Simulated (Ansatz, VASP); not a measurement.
## Two plane-wave programs on B2O3

```
B O
1.0
     5.84984    0.00856    0.09581
     0.00856    5.71940    0.02364
     0.09581    0.02364    5.56095
B O
6 9
Direct
  0.45636 0.31120 0.40355
  0.16027 0.68624 0.46120
  0.87243 0.84678 0.51159
  0.68431 0.13291 0.69657
  0.88696 0.27994 0.99926
  0.57198 0.14059 0.13139
  0.36835 0.17881 0.25187
  0.80847 0.16206 0.18975
  0.60564 0.32931 0.58789
  0.94941 0.61238 0.45181
  0.09108 0.94844 0.54887
  0.96961 0.41091 0.87521
  0.35479 0.52085 0.38063
  0.55051 0.16564 0.90992
  0.66826 0.87469 0.56893
```

Alike in both runs: task single point; functional PBE; k mesh 3 × 4 × 4; occupations fermi-dirac, width 0.293 eV; no spin polarisation.

|  | VASP | Ansatz |
| --- | --- | --- |
| version | VASP 6.6.1 | Ansatz 0.2.0 |
| potentials or method | VASP PAW PBE potentials, release 64 (B, O), cutoff 520 eV | scalar-relativistic, plane waves, PAW |
| valence electrons in the cell | 72 | 72 |

```tsv
	VASP	Ansatz	Ansatz less VASP
gap on the k mesh at the Fermi level (eV)	2.71	2.73	+0.019
least direct gap on the mesh (eV)	2.85	2.87	+0.019
rms of the force components (eV/Å)	3.928	3.925	-0.0025
```

Atom by atom the forces differ by 0.050 eV/Å (rms over components). With one functional, cell and mesh, what is left measures potentials, basis and numerics.
